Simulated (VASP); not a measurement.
# Pd (Im-3m) in VASP: a series of runs

Runs on Pd. Level: revPBE. Tasks: single point.

All numbers are computed with VASP 6.6.1; they aren't measurements. Logs are shortened: lines on timing, memory, paths and dates and some standing lists are left out, and cuts for length are marked.

## Step 1: The cell of the first run

It takes space group Im-3m (No. 229, cubic). Conventional cell: a = 3.027 Å, b = 3.027 Å, c = 3.027 Å, α = 90.00°, β = 90.00°, γ = 90.00°. Pd (site symmetry m-3m) has 14 Pd at 2.62 to 3.03 Å within 3.5 Å.

This isn't the form of Pd at room conditions, which is fcc.

## Step 2: Single point, revPBE, collinear spin (13.87 Å³/atom)

The input, INCAR:

```
ALGO = Normal ; EDIFF = 1E-7
ENCUT = 520 ; GGA = RE
ISIF = 2 ; ISMEAR = -1
ISPIN = 2 ; LASPH = True
LCHARG = False ; LMAXMIX = 4
LORBIT = 11 ; LREAL = False
LWAVE = False ; MAGMOM = 0.5 -0.5
NBANDS = 21 ; NELM = 150
PREC = Accurate ; SIGMA = 0.05
```

The input, KPOINTS:

```
k-points
0
Gamma
  11 11 11
```

The input, POSCAR:

```
Pd
1.0
    3.0270187330      0.0000000000      0.0000000000
    0.0000000000      3.0270187330      0.0000000000
    0.0000000000      0.0000000000      3.0270187330
Pd
2
Direct
    0.0000000000      0.0000000000      0.0000000000
    0.5000000000      0.5000000000      0.5000000000
```

Potentials or basis: VASP PAW PBE potentials, release 64 (Pd).

On the command line:

```sh
$ cat potpaw_PBE.64/Pd/POTCAR > POTCAR
$ mpirun -np 1 vasp_std > vasp.out
```

OUTCAR:

```text
EDIFF = 1E-7
   ENCUT = 520
   GGA = RE
   ISIF = 2
   ISMEAR = -1
   ISPIN = 2
   LASPH = True
   LORBIT = 11
   LREAL = False
   NELM = 150
   PREC = Accurate

 ion  position               nearest neighbor table
   1  0.000  0.000  0.000-   2 2.62   2 2.62   2 2.62   2 2.62   2 2.62   2 2.62   2 2.62   2 2.62

   2  0.500  0.500  0.500-   1 2.62   1 2.62   1 2.62   1 2.62   1 2.62   1 2.62   1 2.62   1 2.62

  LATTYP: Found a simple cubic cell.
 ALAT       =     3.0270187330

  Lattice vectors:

 A1 = (   3.0270187330,   0.0000000000,   0.0000000000)
 A2 = (   0.0000000000,   3.0270187330,   0.0000000000)
 A3 = (   0.0000000000,   0.0000000000,   3.0270187330)

Analysis of symmetry for initial positions (statically):
=====================================================================
 Subroutine PRICEL returns following result:

  LATTYP: Found a body centered cubic cell.
 ALAT       =     3.0270187330

  Lattice vectors:

 A1 = (   1.5135093665,   1.5135093665,  -1.5135093665)
 A2 = (  -1.5135093665,   1.5135093665,   1.5135093665)
 A3 = (   1.5135093665,  -1.5135093665,   1.5135093665)

   2 primitive cells build up your supercell.

 Routine SETGRP: Setting up the symmetry group for a
 simple cubic supercell.

 Subroutine GETGRP returns: Found 48 space group operations
 (whereof 48 operations were pure point group operations)
 out of a pool of 48 trial point group operations.

The static configuration has the point symmetry O_h .

Analysis of symmetry for dynamics (positions and initial velocities):
=====================================================================
 Subroutine PRICEL returns following result:

  LATTYP: Found a body centered cubic cell.
 ALAT       =     3.0270187330

  Lattice vectors:

 A1 = (   1.5135093665,   1.5135093665,  -1.5135093665)
 A2 = (  -1.5135093665,   1.5135093665,   1.5135093665)
 A3 = (   1.5135093665,  -1.5135093665,   1.5135093665)

   2 primitive cells build up your supercell.

 Routine SETGRP: Setting up the symmetry group for a
 simple cubic supercell.

 Subroutine GETGRP returns: Found 48 space group operations
 (whereof 48 operations were pure point group operations)
 out of a pool of 48 trial point group operations.

The dynamic configuration has the point symmetry O_h .

Analysis of structural, dynamic, and magnetic symmetry:
=====================================================================
 Subroutine PRICEL returns following result:

  LATTYP: Found a body centered cubic cell.
 ALAT       =     3.0270187330

  Lattice vectors:

 A1 = (   1.5135093665,   1.5135093665,  -1.5135093665)
 A2 = (  -1.5135093665,   1.5135093665,   1.5135093665)
 A3 = (   1.5135093665,  -1.5135093665,   1.5135093665)

   2 primitive cells build up your supercell.

 Routine SETGRP: Setting up the symmetry group for a
 simple cubic supercell.

 Subroutine GETGRP returns: Found 48 space group operations
 (whereof 48 operations were pure point group operations)
 out of a pool of 48 trial point group operations.

The overall configuration has the point symmetry O_h .

 Subroutine INISYM returns: Found 48 space group operations
 (whereof 48 operations are pure point group operations),
 and found     2 'primitive' translations

----------------------------------------------------------------------------------------

                                     Primitive cell

  volume of cell :      13.8680

  direct lattice vectors                    reciprocal lattice vectors
     1.513509366  1.513509367 -1.513509366     0.330358048  0.330358048  0.000000000
    -1.513509366  1.513509366  1.513509366    -0.000000000  0.330358048  0.330358048
     1.513509366 -1.513509366  1.513509367     0.330358048  0.000000000  0.330358048

  length of vectors
     2.621475121  2.621475121  2.621475121     0.467196832  0.467196832  0.467196832

  position of ions in fractional coordinates (direct lattice)
     0.000000000  0.000000000  0.000000000

  ion indices of the primitive-cell ions
   primitive index   ion index
                 1           1

----------------------------------------------------------------------------------------

 KPOINTS: k-points

Automatic generation of k-mesh.
 Grid dimensions read from file:
 generate k-points for:   11   11   11

 Generating k-lattice:

  Cartesian coordinates                     Fractional coordinates (reciprocal lattice)
     0.030032550  0.000000000  0.000000000     0.090909091  0.000000000  0.000000000
     0.000000000  0.030032550  0.000000000     0.000000000  0.090909091  0.000000000
     0.000000000  0.000000000  0.030032550     0.000000000  0.000000000  0.090909091

  Length of vectors
     0.030032550  0.030032550  0.030032550

  Shift w.r.t. Gamma in fractional coordinates (k-lattice)
     0.000000000  0.000000000  0.000000000

 Subroutine IBZKPT returns following result:
 ===========================================

 Found     56 irreducible k-points:

 Following reciprocal coordinates:
            Coordinates               Weight
  0.000000  0.000000  0.000000      1.000000
  0.090909  0.000000  0.000000      6.000000
  0.181818  0.000000  0.000000      6.000000
  0.272727  0.000000  0.000000      6.000000
  0.363636  0.000000  0.000000      6.000000
  0.454545  0.000000  0.000000      6.000000
[... 16 lines left out ...]
  0.181818  0.090909  0.090909     24.000000
  0.272727  0.090909  0.090909     24.000000
 [... further k-points ...]
   k-points           NKPTS =     56   k-points in BZ     NKDIM =     56   number of bands    NBANDS=     21
   number of dos      NEDOS =    301   number of ions     NIONS =      2
   total plane-waves  NPLWV =  13824
   dimension x,y,z NGX =    24 NGY =   24 NGZ =   24
   dimension x,y,z NGXF=    48 NGYF=   48 NGZF=   48
   ions per type =               2
   NGX,Y,Z   is equivalent  to a cutoff of  13.18, 13.18, 13.18 a.u.
   NGXF,Y,Z  is equivalent  to a cutoff of  26.36, 26.36, 26.36 a.u.
 SYSTEM =  unknown system
   PREC   = accura    normal or accurate (medium, high low for compatibility)
   ISTART =      0    job   : 0-new  1-cont  2-samecut
   ICHARG =      2    charge: 1-file 2-atom 10-const
   ISPIN  =      2    spin polarized calculation?
   LNONCOLLINEAR =      F non collinear calculations
   LSORBIT =      F    spin-orbit coupling
   LASPH  =      T    aspherical Exc in radial PAW
   ENCUT  =  520.0 eV  38.22 Ry    6.18 a.u.   5.63  5.63  5.63*2*pi/ulx,y,z
   NELM   =    150;   NELMIN=  2; NELMDL= -5     # of ELM steps
   EDIFF  = 0.1E-06   stopping-criterion for ELM
   LREAL  =      F    real-space projection
   EDIFFG = 0.1E-05   stopping-criterion for IOM
   NSW    =      0    number of steps for IOM
   IBRION =     -1    ionic relax: 0-MD 1-quasi-New 2-CG
   NFREE  =      0    steps in history (QN), initial steepest desc. (CG)
   ISIF   =      2    stress and relaxation
   ISYM   =      2    0-nonsym 1-usesym 2-fastsym
   POTIM  = 0.5000    time-step for ionic-motion
   TEBEG  =    0.0;   TEEND  =   0.0 temperature during run
   PSTRESS=    0.0 pullay stress
   NELECT =      20.0000    total number of electrons
   NUPDOWN=      -1.0000    fix difference up-down
   EMIN   =  10.00;   EMAX   =-10.00  energy-range for DOS
   EFERMI =   0.00;   METHOD = LEGACY
   ISMEAR =    -1;   SIGMA  =   0.05  broadening in eV -4-tet -1-fermi 0-gaus
   EFERMI_NEDOS =   21; number of points for ismear=-14 and -15
   IALGO  =     38    algorithm
   IMIX   =      4    mixing-type and parameters
     AMIX     =   0.40;   BMIX     =  1.00
     AMIX_MAG =   1.60;   BMIX_MAG =  1.00
  volume/ion in A,a.u.               =      13.87        93.59
  Fermi-wavevector in a.u.,A,eV,Ry     =   1.468035  2.774184 29.322277  2.155127
  Thomas-Fermi vector in A             =   2.583581
   LORBIT       =     11    0 simple, 1 ext, 2 COOP (PROOUT), +10 PAW based schemes
   GGA     = RE    functional components
   LHFCALC =     F    Hartree Fock is set to
   AEXX    =    0.0000 exact exchange contribution
   IVDW    =     0    specifies the selected vdW correction
   LEPSILON=     F    determine dielectric tensor
   LRPA    =     F    only Hartree local field effects (RPA)
 spin polarized calculation
  energy-cutoff  :      520.00
  volume of cell :       27.74
 maximum number of plane-waves:       756
 NGX is ok and might be reduce to    24
   NGX = 11   NGY = 11   NGZ = 11

 number of electron      19.9999989 magnetization      -0.0000000

 number of electron      19.9999989 magnetization       0.0000000

 Free energy of the ion-electron system (eV)
  ---------------------------------------------------
  ext. energy  EPLUGINS =         0.00000000
  ---------------------------------------------------
  free energy    TOTEN  =        -9.14787740 eV

  energy without entropy =       -9.13024753  energy(sigma->0) =       -9.13906246

 E-fermi :  10.9391     XC(G=0): -13.4963

 val. band max:       10.9016721420   @ k =   0.4545   0.4545   0.0909
 cond. band min:      10.9619710691   @ k =   0.2727   0.2727   0.1818
 fundamental gap:      0.0602989271
 Fermi energy:        10.9391218315

 spin component 1

 k-point     1 :       0.0000    0.0000    0.0000
  band No.  band energies     occupation
      1       3.3458      1.00000
      2       5.1275      1.00000
      3       5.1275      1.00000
      4       7.6791      1.00000
      5       7.6791      1.00000
      6       7.6791      1.00000
[... 550 lines left out ...]
      5       7.5211      1.00000
      6       8.8251      1.00000
[... 13 lines left out ...]
     20      35.0326      0.00000
     21      35.5617      0.00000

 [... further k-points ...]

 spin component 2

 k-point     1 :       0.0000    0.0000    0.0000
  band No.  band energies     occupation
      1       3.3458      1.00000
      2       5.1275      1.00000
      3       5.1275      1.00000
      4       7.6791      1.00000
      5       7.6791      1.00000
      6       7.6791      1.00000
[... 550 lines left out ...]
      5       7.5211      1.00000
      6       8.8251      1.00000
[... 13 lines left out ...]
     20      35.0326      0.00000
     21      35.5617      0.00000

 [... further k-points ...]

------------------------ aborting loop because EDIFF is reached ----------------------------------------

  FORCE on cell =-STRESS in cart. coord.  units (eV):
  Direction    XX          YY          ZZ          XY          YZ          ZX
  --------------------------------------------------------------------------------------
  -------------------------------------------------------------------------------------
  Total        4.6514361      4.6514361      4.6514361      0.0000000     -0.0000000     -0.0000000
  in kB      268.6905019    268.6905019    268.6905019      0.0000000     -0.0000000     -0.0000000
  external PRESSURE =     268.6905019 kB  Pullay stress =       0.0000000 kB

 VOLUME and BASIS-vectors are now :
 -----------------------------------------------------------------------------
  energy-cutoff  :      520.00
  volume of cell :       27.74
      direct lattice vectors                 reciprocal lattice vectors
     3.027018733  0.000000000  0.000000000     0.330358048  0.000000000  0.000000000
     0.000000000  3.027018733  0.000000000     0.000000000  0.330358048  0.000000000
     0.000000000  0.000000000  3.027018733     0.000000000  0.000000000  0.330358048

 POSITION                                       TOTAL-FORCE (eV/Angst)
 -----------------------------------------------------------------------------------
      0.00000      0.00000      0.00000         0.000000      0.000000      0.000000
      1.51351      1.51351      1.51351        -0.000000     -0.000000     -0.000000
 -----------------------------------------------------------------------------------
    total drift:                                0.000000      0.000000     -0.000000

  FREE ENERGIE OF THE ION-ELECTRON SYSTEM (eV)
  ---------------------------------------------------
  free  energy   TOTEN  =        -9.1478773994 eV

  energy  without entropy=       -9.1302475282  energy(sigma->0) =       -9.13906246

 total charge

# of ion       s       p       d       tot
------------------------------------------
    1        0.526   0.531   8.542   9.598
    2        0.526   0.531   8.542   9.598
--------------------------------------------------
tot          1.051   1.061  17.084  19.196

 magnetization (x)

# of ion       s       p       d       tot
------------------------------------------
    1        0.000  -0.000   0.000   0.000
    2       -0.000   0.000  -0.000  -0.000
--------------------------------------------------
tot          0.000   0.000   0.000   0.000
```

Run time: 17 s. Hardware: 1 thread of Intel Xeon 6975P-C (Granite Rapids), shared host; peak memory 0.17 GiB.

What came out:

* Free energy: -9.1479 eV
* Pressure: 26.9 GPa
* Band gap on the k mesh: zero (filled and empty bands overlap)
* Net moment: 0.00 μB per cell
* Valence electrons inside the program's atomic spheres: Pd 9.60

Levels at points of the mesh, in eV from the Fermi level:
Spin up:
| k point | band 6 | band 7 | band 8 | band 9 | band 10 | band 11 | band 12 | band 13 | band 14 | band 15 |
| --- | --- | --- | --- | --- | --- | --- | --- | --- | --- | --- |
| (0.00, 0.00, 0.00) | -3.26 | -1.08 | -1.08 | 0.25 | 0.25 | 0.25 | 9.53 | 9.53 | 9.53 | 18.47 |
Spin down:
```csv
k point,band 6,band 7,band 8,band 9,band 10,band 11,band 12,band 13,band 14,band 15
"(0.00, 0.00, 0.00)",-3.26,-1.08,-1.08,0.25,0.25,0.25,9.53,9.53,9.53,18.47
```

Caveat: the cell stands under pressure; the PAW data sets were made with another functional, which shifts forces and pressure a little.

## Step 3: Single point, revPBE, collinear spin (14.50 Å³/atom)

This run uses another cell than the first one, of 14.50 Å³/atom.

The input, INCAR:

```
PREC = Accurate
ENCUT = 520
EDIFF = 1E-6
ISMEAR = -1
SIGMA = 0.05
LREAL = False
LASPH = True
NELM = 150
ALGO = Normal
ISIF = 2
LWAVE = False
LCHARG = False
ISPIN = 2
MAGMOM = 0.5 -0.5
LORBIT = 11
LMAXMIX = 4
GGA = RE
NBANDS = 21
```

The input, KPOINTS:

```
regular mesh
0
Gamma
  11 11 11
```

The input, POSCAR:

```
Pd
1.0
    3.0722047789      0.0000000000      0.0000000000
    0.0000000000      3.0722047789      0.0000000000
    0.0000000000      0.0000000000      3.0722047789
Pd
2
Direct
    0.0000000000      0.0000000000      0.0000000000
    0.5000000000      0.5000000000      0.5000000000
```

Potentials or basis: VASP PAW PBE potentials, release 64 (Pd).

On the command line:

```sh
$ cat potpaw_PBE.64/Pd/POTCAR > POTCAR
$ mpirun -np 1 vasp_std > vasp.out
```

Wall time 15 s (1 thread of Intel Xeon 6975P-C (Granite Rapids), shared host); peak memory 0.18 GiB.

Results (log left out):

```yaml
Free_energy: -9.3130 eV
Pressure: 15.4 GPa
Band_gap_on_the_k_mesh: zero (filled and empty bands overlap)
Net_moment: 0.00 μB per cell
Valence_electrons_inside_the_program's_atomic_spheres: Pd 9.49
```

Levels at points of the mesh, in eV from the Fermi level:
Spin up:
| k point | band 8 | band 9 | band 10 | band 11 | band 12 | band 13 |
| --- | --- | --- | --- | --- | --- | --- |
| (0.00, 0.00, 0.00) | -1.01 | 0.22 | 0.22 | 0.22 | 9.35 | 9.35 |
Spin down:
```csv
k point,band 7,band 8,band 9,band 10,band 11,band 12,band 13,band 14
"(0.00, 0.00, 0.00)",-1.01,-1.01,0.22,0.22,0.22,9.35,9.35,9.35
```

Caveat: the cell stands under pressure; the PAW data sets were made with another functional, which shifts forces and pressure a little.

## Step 4: Single point, revPBE, collinear spin (15.13 Å³/atom)

This run uses another cell than the first one, of 15.13 Å³/atom.

The input, INCAR:

```
  PREC = Accurate
  ENCUT = 520
  EDIFF = 1E-6
  ISMEAR = -1
  SIGMA = 0.05
  LREAL = False
  LASPH = True
  NELM = 150
  ALGO = Normal
  ISIF = 2
  LWAVE = False
  LCHARG = True
  ISPIN = 2
  MAGMOM = 0.5 -0.5
  LORBIT = 11
  LMAXMIX = 4
  GGA = RE
  LELF = True
  LVHAR = True
  NBANDS = 21
```

KPOINTS is that of step 3.

The input, POSCAR:

```
Pd
1.0
    3.1160993490      0.0000000000      0.0000000000
    0.0000000000      3.1160993490      0.0000000000
    0.0000000000      0.0000000000      3.1160993490
Pd
2
Direct
    0.0000000000      0.0000000000      0.0000000000
    0.5000000000      0.5000000000      0.5000000000
```

On the command line:

```sh
$ cat potpaw_PBE.64/Pd/POTCAR > POTCAR
$ mpirun -np 1 vasp_std > vasp.out
```

Wall time 18 s (1 thread of Intel Xeon 6975P-C (Granite Rapids), shared host); peak memory 0.18 GiB.

Results (log left out):

```
Free energy                                           : -9.3988 eV
Pressure                                              : 6.6 GPa
Band gap on the k mesh                                : zero (filled and empty bands overlap)
Net moment                                            : 0.00 μB per cell
Valence electrons inside the program's atomic spheres : Pd 9.40
```

Levels at points of the mesh, in eV from the Fermi level:
Spin up:
```csv
k point,band 7,band 8,band 9,band 10,band 11,band 12,band 13,band 14
"(0.00, 0.00, 0.00)",-0.94,-0.94,0.20,0.20,0.20,9.19,9.19,9.19
```
Spin down:
```
           k point  band 8  band 9  band 10  band 11  band 12  band 13
(0.00, 0.00, 0.00)   -0.94    0.20     0.20     0.20     9.19     9.19
```

Caveat: the cell stands under pressure; the PAW data sets were made with another functional, which shifts forces and pressure a little.

## Step 5: The runs side by side

| cell | gap on the mesh (eV) | pressure (GPa) | moment (μB) |
| --- | --- | --- | --- |
| a = 3.027 Å, 2 atoms | none | 26.9 | 0.00 |
| a = 3.072 Å, 2 atoms | none | 15.4 | 0.00 |
| a = 3.116 Å, 2 atoms | none | 6.6 | 0.00 |

Alike in all rows: task single point; level revPBE; potentials or basis VASP PAW PBE potentials, release 64 (Pd); spin collinear; k mesh 11 × 11 × 11; cutoff (eV) 520; smearing fermi-dirac 0.05 eV.

Caveats: the cell stands under pressure; the PAW data sets were made with another functional, which shifts forces and pressure a little.

Total energies depend on the potentials used, so only differences within one code and one set of settings carry meaning.
